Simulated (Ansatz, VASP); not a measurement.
TiTe2 in VASP and in Ansatz

File INCAR:

```
ALGO = Normal ; EDIFF = 1E-6
ENCUT = 520 ; GGA = PS
ISIF = 2 ; ISMEAR = -1
LASPH = T ; LCHARG = T
LELF = T ; LREAL = F
LVHAR = T ; LWAVE = F
NBANDS = 19 ; NELM = 100
PREC = Accurate ; SIGMA = 0.03
```

The input KPOINTS:

```
k-points
0
Gamma
  13 13 7
```

Contents of POSCAR:

```
TiTe2
1.0
    3.7014608698      0.0000000000      0.0000000000
   -1.8507304349      3.2055591444      0.0000000000
    0.0000000000      0.0000000000      6.4980000000
Ti Te
1 2
Direct
    0.0000000000      0.0000000000      0.0000000000
    0.6666666667      0.3333333333      0.2628000000
    0.3333333333      0.6666666667      0.7372000000
```

Input for Ansatz:

```yaml
crystal:
  lattice:
    - [3.7014608698, 0.0, 0.0]
    - [-1.8507304349, 3.2055591444, 0.0]
    - [0.0, 0.0, 6.498]
  atoms:
    - { symbol: Ti, position: [0.0, 0.0, 0.0] }
    - { symbol: Te, position: [0.6666666667, 0.3333333333, 0.2628] }
    - { symbol: Te, position: [0.3333333333, 0.6666666667, 0.7372] }
kpoints:
  mp_grid: { grid: [13, 13, 7] }
  band_path:
    path:
      - [0.0, 0.0, 0.0]
      - [0.5, 0.0, 0.0]
      - [0.3333333333, 0.3333333333, 0.0]
      - [0.0, 0.0, 0.0]
      - [0.0, 0.0, 0.5]
      - [0.5, 0.0, 0.5]
      - [0.3333333333, 0.3333333333, 0.5]
      - [0.0, 0.0, 0.5]
      - [0.5, 0.0, 0.5]
    npoints: 5
scf:
  occupations: { method: fermi_dirac, width: 0.03 }
hamiltonian:
  xc: pbesol
  pseudopotentials: { kind: all_electron, lapw: { basis_error: 0.001 } }
output:
  forces: true
  stress: true
  eigenvalues: true
```

Change from the starting cell: equal xx and yy strain of -2 %.

Alike in both runs: task single point; functional PBEsol; k mesh 13 × 13 × 7; occupations fermi-dirac, width 0.03 eV; no spin polarisation.

```csv
,VASP,Ansatz
version,VASP 6.6.1,Ansatz 0.2.0
potentials or method,"VASP PAW PBE potentials, release 64 (Ti_sv, Te), cutoff 520 eV","all-electron LAPW, scalar-relativistic"
```

Ansatz gave:

- pressure (GPa): 0.3
- traceless stress, the component that is largest in VASP (GPa): 0.17
- rms of the force components (eV/Å): 0.074

**Question.** Which values does VASP return?

**Answer.** Pressure (GPa): 0.3; traceless stress, the component that is largest in VASP (GPa): 0.18; rms of the force components (eV/Å): 0.084.

VASP's potentials were made for PBE, not for PBEsol. Atom by atom the forces differ by 0.010 eV/Å (rms over components). Ansatz ran all-electron here, and VASP with PAW potentials.

Spin-orbit coupling is off throughout.
